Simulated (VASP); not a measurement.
## Al: single point with BLYP+D3(BJ)

Al:

```
Al
1.0
    -1.58570    1.58570    1.58570
     1.58570   -1.58570    1.58570
     1.58570    1.58570   -1.58570
Al
1
Direct
  0.00000 0.00000 0.00000
```

```
Program             : VASP 6.6.1
Task                : single point
Functional          : BLYP
Dispersion          : D3(BJ)
Potentials or basis : VASP PAW PBE potentials, release 64 (Al)
Cutoff              : 520 eV
k mesh              : 15 × 15 × 15
Occupations         : gaussian, width 0.1 eV
Spin                : no spin polarisation
```

```
Pressure                   : 0.2 GPa
Dispersion energy per atom : -0.801 eV
```

Levels at points of the mesh, in eV from the Fermi level:
| k point | band 1 | band 2 | band 3 | band 4 | band 5 |
| --- | --- | --- | --- | --- | --- |
| (0.00, 0.00, 0.00) | -11.35 | 13.39 | 13.39 | 13.39 | 14.91 |

It took 9.8 s on 1 thread of Intel(R) Xeon(R) Platinum 8375C CPU @ 2.90GHz (Ice Lake), with other jobs on the host, peak memory 0.13 GiB.

Caveat: the PAW data sets were made with another functional, which shifts forces and pressure a little; pairwise dispersion overbinds metals, which lowers pressure and volume.
